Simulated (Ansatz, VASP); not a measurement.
Two plane-wave programs on Ni3Ge

```
Ni Ge
1.0
     3.53033    0.00000    0.00000
     0.00000    3.53033    0.00000
     0.00000    0.00000    3.53033
Ni Ge
3 1
Direct
  0.50000 0.00000 0.50000
  0.00000 0.50000 0.50000
  0.50000 0.50000 0.00000
  0.00000 0.00000 0.00000
```

Alike in both runs: task single point; functional r2SCAN; k mesh 6 × 6 × 6; collinear spin.

|  | VASP | Ansatz |
| --- | --- | --- |
| version | VASP 6.6.1 | Ansatz 0.2.0 |
| potentials or method | VASP PAW PBE potentials, release 64 (Ni, Ge_d) | plane waves, PAW |
| plane-wave cutoff (eV) | 520 | 500 |
| occupations | methfessel-paxton of order 1, width 0.15 eV | cold, width 0.15 eV |
| valence electrons in the cell | 44 | 68 |

Ansatz gave:

| Property | Result |
| --- | --- |
| gap on the k mesh at the Fermi level (eV) | none |
| net moment per atom (μB) | 0.02 |
| size of the moment on the site where the two differ most (μB) | 0.03 |

Task: Which values does VASP return?

Result: gap on the k mesh at the Fermi level (eV): none; net moment per atom (μB): 0.00; size of the moment on the site where the two differ most (μB): 0.00.

VASP's potentials were made for PBE, not for r2SCAN. Site moments also hang on the region over which each program counts them. A gap of «none» marks a metal or a gap that the smearing closes. VASP's potentials hold 44 valence electrons a cell and Ansatz's 68, so a difference there can come from the potentials and not from the codes. Ansatz's warnings: seeded moment not kept, stability check not made.
